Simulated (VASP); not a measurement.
# ZrC (P6_3/mmc) in VASP: density of states with PBE

Aim: the density of states of ZrC with PBE.

Everything below comes from runs of VASP 6.6.1. Logs are shortened: lines on timing, memory, paths and dates and some standing lists are left out, and cuts for length are marked.

## (1) The cell of the first run

It takes space group P6_3/mmc (No. 194, hexagonal). Conventional cell: a = 3.372 Å, b = 3.372 Å, c = 5.296 Å, α = 90.00°, β = 90.00°, γ = 120.00°. Zr (site symmetry -6m2) has 6 C at 2.35 Å within 3.1 Å. Within 3.1 Å of C (site symmetry -3m) lie 6 Zr at 2.35 Å and 2 C at 2.65 Å.

## (2) Density of states, PBE

The input, POSCAR:

```
ZrC
1.0
    3.3717998711      0.0000000000      0.0000000000
   -1.6858999356      2.9200643449      0.0000000000
    0.0000000000      0.0000000000      5.2956067421
Zr C
2 2
Direct
    0.3333333333      0.6666666667      0.2500000000
    0.6666666667      0.3333333333      0.7500000000
    0.0000000000      0.0000000000      0.0000000000
    0.0000000000      0.0000000000      0.5000000000
```

The input, INCAR.step1:

```
SYSTEM = ZrC
ALGO     = Normal         ! electronic algorithm
EDIFF    = 1E-6           ! SCF threshold, eV
ENCUT    = 520            ! plane-wave cutoff, eV
GGA      = PE             ! functional
ISIF     = 2              ! what is computed and relaxed
ISMEAR   = 0              ! smearing method
LASPH    = .TRUE.         ! aspherical terms in the spheres
LCHARG   = .TRUE.         ! write CHGCAR
LMAXMIX  = 4              ! l up to which the mixer works
LREAL    = .FALSE.        ! projectors in reciprocal space
LWAVE    = .FALSE.        ! write WAVECAR
NBANDS   = 24             ! bands
NELM     = 100            ! most SCF steps
PREC     = Accurate       ! precision mode
SIGMA    = 0.1            ! smearing width, eV
```

The input, KPOINTS.step1:

```
k-points
0
G
  18 18 10
  0 0 0
```

The input, INCAR.step2:

```
SYSTEM = ZrC
ALGO     = Normal         ! electronic algorithm
EDIFF    = 1E-6           ! SCF threshold, eV
ENCUT    = 520            ! plane-wave cutoff, eV
GGA      = PE             ! functional
ICHARG   = 11             ! starting density
ISIF     = 2              ! what is computed and relaxed
ISMEAR   = -5             ! smearing method
LASPH    = .TRUE.         ! aspherical terms in the spheres
LCHARG   = .FALSE.        ! write CHGCAR
LMAXMIX  = 4              ! l up to which the mixer works
LORBIT   = 11             ! projections on sites
LREAL    = .FALSE.        ! projectors in reciprocal space
LWAVE    = .FALSE.        ! write WAVECAR
NBANDS   = 24             ! bands
NEDOS    = 1001           ! points of the DOS
NELM     = 100            ! most SCF steps
PREC     = Accurate       ! precision mode
SIGMA    = 0.1            ! smearing width, eV
```

The input, KPOINTS.step2:

```
k-points
0
G
  27 27 15
  0 0 0
```

Potentials or basis: VASP PAW PBE potentials, release 64 (Zr_sv, C).

Started as:

```bash
cat potpaw_PBE.64/Zr_sv/POTCAR potpaw_PBE.64/C/POTCAR > POTCAR
cp INCAR.step1 INCAR
cp KPOINTS.step1 KPOINTS
mpirun -np 1 vasp_std > vasp.out
cp INCAR.step2 INCAR
cp KPOINTS.step2 KPOINTS
mpirun -np 1 vasp_std > vasp.out
```

OUTCAR:

```text
SYSTEM = ZrC
   EDIFF = 1E-6
   ENCUT = 520
   GGA = PE
   ICHARG = 11
   ISIF = 2
   ISMEAR = -5
   LASPH = .TRUE.
   LORBIT = 11
   LREAL = .FALSE.
   NELM = 100
   PREC = Accurate

 ion  position               nearest neighbor table
   1  0.333  0.667  0.250-   3 2.35   4 2.35   3 2.35   4 2.35   3 2.35   4 2.35   2 3.29   2 3.29
                             2 3.29   2 3.29   2 3.29   2 3.29
   2  0.667  0.333  0.750-   3 2.35   4 2.35   3 2.35   4 2.35   3 2.35   4 2.35   1 3.29   1 3.29
                             1 3.29   1 3.29   1 3.29   1 3.29
   3  0.000  0.000  0.000-   1 2.35   2 2.35   2 2.35   1 2.35   2 2.35   1 2.35
   4  0.000  0.000  0.500-   1 2.35   2 2.35   2 2.35   1 2.35   2 2.35   1 2.35

  LATTYP: Found a hexagonal cell.
 ALAT       =     3.3717998711
 C/A-ratio  =     1.5705578458

  Lattice vectors:

 A1 = (   3.3717998711,   0.0000000000,   0.0000000000)
 A2 = (  -1.6858999356,   2.9200643449,   0.0000000000)
 A3 = (   0.0000000000,   0.0000000000,   5.2956067421)

Analysis of symmetry for initial positions (statically):
=====================================================================
 Subroutine PRICEL returns:
 Original cell was already a primitive cell.

 Routine SETGRP: Setting up the symmetry group for a
 hexagonal supercell.

 Subroutine GETGRP returns: Found 24 space group operations
 (whereof 12 operations were pure point group operations)
 out of a pool of 24 trial point group operations.

The static configuration has the point symmetry D_3d.
 The point group associated with its full space group is D_6h.

Analysis of symmetry for dynamics (positions and initial velocities):
=====================================================================
 Subroutine PRICEL returns:
 Original cell was already a primitive cell.

 Routine SETGRP: Setting up the symmetry group for a
 hexagonal supercell.

 Subroutine GETGRP returns: Found 24 space group operations
 (whereof 12 operations were pure point group operations)
 out of a pool of 24 trial point group operations.

The dynamic configuration has the point symmetry D_3d.
 The point group associated with its full space group is D_6h.

 Subroutine INISYM returns: Found 24 space group operations
 (whereof 12 operations are pure point group operations),
 and found     1 'primitive' translations

----------------------------------------------------------------------------------------

                                     Primitive cell

  volume of cell :      52.1399

  direct lattice vectors                    reciprocal lattice vectors
     3.371799871  0.000000000  0.000000000     0.296577507  0.171229104  0.000000000
    -1.685899936  2.920064345  0.000000000     0.000000000  0.342458207  0.000000000
     0.000000000  0.000000000  5.295606742     0.000000000  0.000000000  0.188835774

  length of vectors
     3.371799871  3.371799871  5.295606742     0.342458207  0.342458207  0.188835774

  position of ions in fractional coordinates (direct lattice)
     0.333333333  0.666666667  0.250000000
     0.666666667  0.333333333  0.750000000
     0.000000000  0.000000000  0.000000000
     0.000000000  0.000000000  0.500000000

  ion indices of the primitive-cell ions
   primitive index   ion index
                 1           1
                 2           2
                 3           3
                 4           4

----------------------------------------------------------------------------------------

 KPOINTS: k-points

Automatic generation of k-mesh.
 Grid dimensions read from file:
 generate k-points for:   27   27   15

 Generating k-lattice:

  Cartesian coordinates                     Fractional coordinates (reciprocal lattice)
     0.010984352  0.006341819  0.000000000     0.037037037  0.000000000  0.000000000
     0.000000000  0.012683637  0.000000000     0.000000000  0.037037037  0.000000000
     0.000000000  0.000000000  0.012589052     0.000000000  0.000000000  0.066666667

  Length of vectors
     0.012683637  0.012683637  0.012589052

  Shift w.r.t. Gamma in fractional coordinates (k-lattice)
     0.000000000  0.000000000  0.000000000

 TETIRR: Found  10722 inequivalent tetrahedra from    65610

 Subroutine IBZKPT returns following result:
 ===========================================

 Found    600 irreducible k-points:

 Following reciprocal coordinates:
            Coordinates               Weight
  0.000000  0.000000  0.000000      1.000000
  0.037037  0.000000  0.000000      6.000000
  0.074074  0.000000  0.000000      6.000000
  0.111111  0.000000  0.000000      6.000000
  0.148148  0.000000  0.000000      6.000000
  0.185185  0.000000  0.000000      6.000000
[... 16 lines left out ...]
  0.333333  0.037037  0.000000     12.000000
  0.370370  0.037037  0.000000     12.000000
 [... further k-points ...]
   k-points           NKPTS =    600   k-points in BZ     NKDIM =    600   number of bands    NBANDS=     24
   number of dos      NEDOS =   1001   number of ions     NIONS =      4
   total plane-waves  NPLWV =  31360
   dimension x,y,z NGX =    28 NGY =   28 NGZ =   40
   dimension x,y,z NGXF=    56 NGYF=   56 NGZF=   80
   ions per type =               2   2
   NGX,Y,Z   is equivalent  to a cutoff of  13.81, 13.81, 12.56 a.u.
   NGXF,Y,Z  is equivalent  to a cutoff of  27.61, 27.61, 25.11 a.u.
 SYSTEM =  ZrC
   PREC   = accura    normal or accurate (medium, high low for compatibility)
   ISTART =      0    job   : 0-new  1-cont  2-samecut
   ICHARG =     11    charge: 1-file 2-atom 10-const
   ISPIN  =      1    spin polarized calculation?
   LNONCOLLINEAR =      F non collinear calculations
   LSORBIT =      F    spin-orbit coupling
   LASPH  =      T    aspherical Exc in radial PAW
   ENCUT  =  520.0 eV  38.22 Ry    6.18 a.u.   6.27  6.27  9.85*2*pi/ulx,y,z
   NELM   =    100;   NELMIN=  2; NELMDL=  0     # of ELM steps
   EDIFF  = 0.1E-05   stopping-criterion for ELM
   LREAL  =      F    real-space projection
   EDIFFG = 0.1E-04   stopping-criterion for IOM
   NSW    =      0    number of steps for IOM
   IBRION =     -1    ionic relax: 0-MD 1-quasi-New 2-CG
   NFREE  =      0    steps in history (QN), initial steepest desc. (CG)
   ISIF   =      2    stress and relaxation
   ISYM   =      2    0-nonsym 1-usesym 2-fastsym
   POTIM  = 0.5000    time-step for ionic-motion
   TEBEG  =    0.0;   TEEND  =   0.0 temperature during run
   PSTRESS=    0.0 pullay stress
   NELECT =      32.0000    total number of electrons
   NUPDOWN=      -1.0000    fix difference up-down
   EMIN   =  10.00;   EMAX   =-10.00  energy-range for DOS
   EFERMI =   0.00;   METHOD = LEGACY
   ISMEAR =    -5;   SIGMA  =   0.10  broadening in eV -4-tet -1-fermi 0-gaus
   EFERMI_NEDOS =   21; number of points for ismear=-14 and -15
   IALGO  =     38    algorithm
   IMIX   =      4    mixing-type and parameters
     AMIX     =   0.40;   BMIX     =  1.00
     AMIX_MAG =   1.60;   BMIX_MAG =  1.00
  volume/ion in A,a.u.               =      13.03        87.96
  Fermi-wavevector in a.u.,A,eV,Ry     =   1.391238  2.629059 26.334673  1.935544
  Thomas-Fermi vector in A             =   2.515096
   LORBIT       =     11    0 simple, 1 ext, 2 COOP (PROOUT), +10 PAW based schemes
   GGA     = PE    functional components
   LHFCALC =     F    Hartree Fock is set to
   AEXX    =    0.0000 exact exchange contribution
   IVDW    =     0    specifies the selected vdW correction
   LEPSILON=     F    determine dielectric tensor
   LRPA    =     F    only Hartree local field effects (RPA)
 non-spin polarized calculation
 Fermi weights with tetrahedron method with Bloechl corrections
  energy-cutoff  :      520.00
  volume of cell :       52.14
 maximum number of plane-waves:      1430
 NGX is ok and might be reduce to    28

 number of electron      32.0000000 magnetization

 Free energy of the ion-electron system (eV)
  ---------------------------------------------------
  ext. energy  EPLUGINS =         0.00000000
  ---------------------------------------------------
  free energy    TOTEN  =       -38.25177042 eV

  energy without entropy =      -38.25177042  energy(sigma->0) =      -38.25177042

 E-fermi :  10.0008     XC(G=0): -12.1153

 val. band max:       10.0181365230   @ k =   0.2963   0.2963   0.1333
 cond. band min:       9.9223777910   @ k =   0.1111   0.1111   0.2000
 fundamental gap:     -0.0957587320
 Fermi energy:        10.0007540695

 k-point     1 :       0.0000    0.0000    0.0000
  band No.  band energies     occupation
      1     -38.4606      2.00000
      2     -38.3452      2.00000
      3     -17.0276      2.00000
      4     -16.3028      2.00000
      5     -16.3028      2.00000
      6     -16.2060      2.00000
[... 16 lines left out ...]
     23      14.2939      0.00000
     24      17.2932      0.00000

 k-point     2 :       0.0370    0.0000    0.0000
  band No.  band energies     occupation
      1     -38.4595      2.00000
      2     -38.3448      2.00000
      3     -17.0235      2.00000
      4     -16.3114      2.00000
      5     -16.3062      2.00000
      6     -16.2140      2.00000
[... 16 lines left out ...]
     23      14.3656      0.00000
     24      17.2503      0.00000

 k-point     3 :       0.0741    0.0000    0.0000
  band No.  band energies     occupation
      1     -38.4562      2.00000
      2     -38.3436      2.00000
      3     -17.0114      2.00000
      4     -16.3366      2.00000
      5     -16.3159      2.00000
      6     -16.2374      2.00000
[... 16 lines left out ...]
     23      14.5738      0.00000
     24      17.0839      0.00000
[... 514 lines left out ...]
 k-point    23 :       0.3333    0.0370    0.0000
  band No.  band energies     occupation
      1     -38.3875      2.00000
      2     -38.3259      2.00000
      3     -16.8132      2.00000
      4     -16.7309      2.00000
      5     -16.6324      2.00000
      6     -16.4658      2.00000
[... 16 lines left out ...]
     23      15.3877      0.00000
     24      15.9795      0.00000

 k-point    24 :       0.3704    0.0370    0.0000
  band No.  band energies     occupation
      1     -38.3783      2.00000
      2     -38.3255      2.00000
      3     -16.8655      2.00000
      4     -16.6869      2.00000
      5     -16.6720      2.00000
      6     -16.4821      2.00000
[... 16 lines left out ...]
     23      15.2061      0.00000
     24      15.8595      0.00000

 [... further k-points ...]
[... 5 lines left out ...]
  --------------------------------------------------------------------------------------
  -------------------------------------------------------------------------------------
  Total        0.0853849      0.0853849      0.0522081     -0.0000000      0.0000000      0.0000000
  in kB        2.6237443      2.6237443      1.6042731     -0.0000000      0.0000000      0.0000000
  external PRESSURE =       2.2839206 kB  Pullay stress =       0.0000000 kB

 VOLUME and BASIS-vectors are now :
 -----------------------------------------------------------------------------
  energy-cutoff  :      520.00
  volume of cell :       52.14
      direct lattice vectors                 reciprocal lattice vectors
     3.371799871  0.000000000  0.000000000     0.296577507  0.171229104  0.000000000
    -1.685899936  2.920064345  0.000000000     0.000000000  0.342458207  0.000000000
     0.000000000  0.000000000  5.295606742     0.000000000  0.000000000  0.188835774

 POSITION                                       TOTAL-FORCE (eV/Angst)
 -----------------------------------------------------------------------------------
     -0.00000      1.94671      1.32390        -0.000000      0.000000      0.000000
      1.68590      0.97335      3.97171        -0.000000     -0.000000      0.000000
      0.00000      0.00000      0.00000         0.000000      0.000000      0.000000
      0.00000      0.00000      2.64780         0.000000      0.000000      0.000000
 -----------------------------------------------------------------------------------
    total drift:                               -0.000000      0.000000     -0.000000

  FREE ENERGIE OF THE ION-ELECTRON SYSTEM (eV)
  ---------------------------------------------------
  free  energy   TOTEN  =       -38.2517704195 eV

  energy  without entropy=      -38.2517704195  energy(sigma->0) =      -38.25177042

 total charge

# of ion       s       p       d       tot
------------------------------------------
    1        2.175   6.033   1.658   9.866
    2        2.175   6.033   1.658   9.866
    3        0.889   1.450   0.000   2.339
    4        0.889   1.450   0.000   2.339
--------------------------------------------------
tot          6.128  14.966   3.316  24.409
```

Run time: 5.8 min. Hardware: 1 thread of AMD EPYC 9R45 (Zen 5), shared host; peak memory 0.66 GiB.

Results:

| Quantity | Value |
| --- | --- |
| Valence electrons inside the program's atomic spheres | Zr 9.87; C 2.34 |

Caveat: tetrahedron occupations give inexact forces and stress in metals.
